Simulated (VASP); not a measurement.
Set up this calculation in VASP 6.6.1, as the native input.

* Task: single point
* Functional: PBE
* Potentials or basis: VASP PAW PBE potentials, release 64 (Br)
* Cutoff: 520 eV
* k mesh: 13 × 13 × 13
* Occupations: fermi-dirac, width 0.05 eV
* Spin: no spin polarisation
* Dipole correction: no
* Further INCAR settings: ALGO = Normal; EDIFF = 1e-07; NBANDS = 10

The structure of Br lies in POSCAR:

```
Br
1.0
    3.0995893258      0.0000000000      0.0000000000
    0.0000000000      3.0995893258      0.0000000000
    0.0000000000      0.0000000000      3.0995893258
Br
1
Direct
    0.0000000000      0.0000000000      0.0000000000
```

The input as run:

INCAR

```
PREC = Accurate
ENCUT = 520
EDIFF = 1E-7
ISMEAR = -1
SIGMA = 0.05
LREAL = F
LASPH = T
NELM = 60
ALGO = Normal
ISIF = 2
LWAVE = F
LCHARG = F
GGA = PE
NBANDS = 10
```

KPOINTS

```
Automatic mesh
0
Gamma
  13 13 13
```

Potentials or basis: VASP PAW PBE potentials, release 64 (Br).

Command:

```bash
$ cat potpaw_PBE.64/Br/POTCAR > POTCAR
$ mpirun -np 1 vasp_std > vasp.out
```

It gave:

* Pressure: 0.0 GPa
* Band gap on the k mesh: zero (an odd number of electrons rules out a gap without spin polarisation)

Caveat: an odd number of electrons without spin polarisation forces a metal; a magnetic or distorted state may lie lower.

It took 7.9 s on 1 thread of Intel(R) Xeon(R) Platinum 8375C CPU @ 2.90GHz (Ice Lake), on a shared host, peak memory 0.15 GiB.
